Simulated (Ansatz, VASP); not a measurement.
KTaO3: VASP beside Ansatz

Contents of INCAR:

```
PREC = Accurate
ENCUT = 520
EDIFF = 1E-6
ISMEAR = 0
SIGMA = 0.05
LREAL = F
LASPH = T
NELM = 80
ALGO = Normal
ISIF = 2
LWAVE = F
LCHARG = T
GGA = PE
LELF = T
LVHAR = T
NBANDS = 27
```

The input KPOINTS:

```
regular mesh
0
Gamma
  8 8 8
```

File POSCAR:

```
KTaO3
1.0
    4.1877150000      0.0000000000      0.0000000000
    0.0000000000      4.1877150000      0.0000000000
    0.0000000000      0.0000000000      3.8885925000
K Ta O
1 1 3
Direct
    0.5000000000      0.5000000000      0.5000000000
    0.0000000000      0.0000000000      0.0000000000
    0.5000000000      0.0000000000      0.0000000000
    0.0000000000      0.5000000000      0.0000000000
    0.0000000000      0.0000000000      0.5000000000
```

Input for Ansatz:

```yaml
crystal:
  lattice:
    - [4.187715, 0.0, 0.0]
    - [0.0, 4.187715, 0.0]
    - [0.0, 0.0, 3.8885925]
  atoms:
    - { symbol: K, position: [0.5, 0.5, 0.5] }
    - { symbol: Ta, position: [0.0, 0.0, 0.0] }
    - { symbol: O, position: [0.5, 0.0, 0.0] }
    - { symbol: O, position: [0.0, 0.5, 0.0] }
    - { symbol: O, position: [0.0, 0.0, 0.5] }
basis:
  ecutwfc: 420
kpoints:
  mp_grid: { grid: [8, 8, 8] }
hamiltonian:
  xc: pbe
scf:
  occupations: { method: gaussian, width: 0.05 }
output:
  forces: true
  stress: true
  eigenvalues: true
  write_density: true
  write_potential: true
  elf: true
  volumetric_format: npy
```

Change from the starting cell: strain +0.050 along x and y, -0.025 along z, atoms carried along.

Alike in both runs: task single point; functional PBE; k mesh 8 × 8 × 8; occupations gaussian, width 0.05 eV; no spin polarisation.

```csv
,VASP,Ansatz
version,VASP 6.6.1,Ansatz 0.2.0
potentials or method,"VASP PAW PBE potentials, release 64 (K_sv, Ta_pv, O), cutoff 520 eV","scalar-relativistic, plane waves, PAW"
valence electrons in the cell,38,40
```

```tsv
	VASP	Ansatz	Ansatz less VASP
gap on the k mesh at the Fermi level (eV)	1.87	1.91	+0.041
least direct gap on the mesh (eV)	2.49	2.53	+0.040
pressure (GPa)	-5.4	-5.9	-0.50
traceless stress, the component that is largest in VASP (GPa)	16.00	15.74	-0.255
```

With one functional, cell and mesh, what is left measures potentials, basis and numerics. VASP's potentials hold 38 valence electrons a cell and Ansatz's 40, so a difference there can come from the potentials and not from the codes.

Spin-orbit coupling is off throughout.
